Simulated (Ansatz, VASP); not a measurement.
**One calculation of KI, two programs**

```
K I
1.0
     0.00000    3.39442    3.39442
     3.39442    0.00000    3.39442
     3.39442    3.39442    0.00000
K I
1 1
Direct
  0.00000 0.00000 0.00000
  0.50000 0.50000 0.50000
```

Alike in both runs: task single point; functional LDA; k mesh 6 × 6 × 6; no spin polarisation.

|  | VASP | Ansatz |
| --- | --- | --- |
| version | VASP 6.6.1 | Ansatz 0.2.0 |
| potentials or method | VASP PAW LDA potentials, release 64 (K_sv, I), cutoff 520 eV | all-electron LAPW, scalar-relativistic |
| occupations | gaussian, width 0.01 eV | fixed |

VASP gave:

* gap on the k mesh at the Fermi level (eV): 3.91
* pressure (GPa): 0.3

Q: Which values does Ansatz return?

A: gap on the k mesh at the Fermi level (eV): 3.90; pressure (GPa): 0.2.

LDA's correlation is that of Perdew and Zunger in VASP and of Perdew and Wang (1992) in Ansatz. Ansatz ran all-electron here, and VASP with PAW potentials.

Spin-orbit coupling is off throughout.
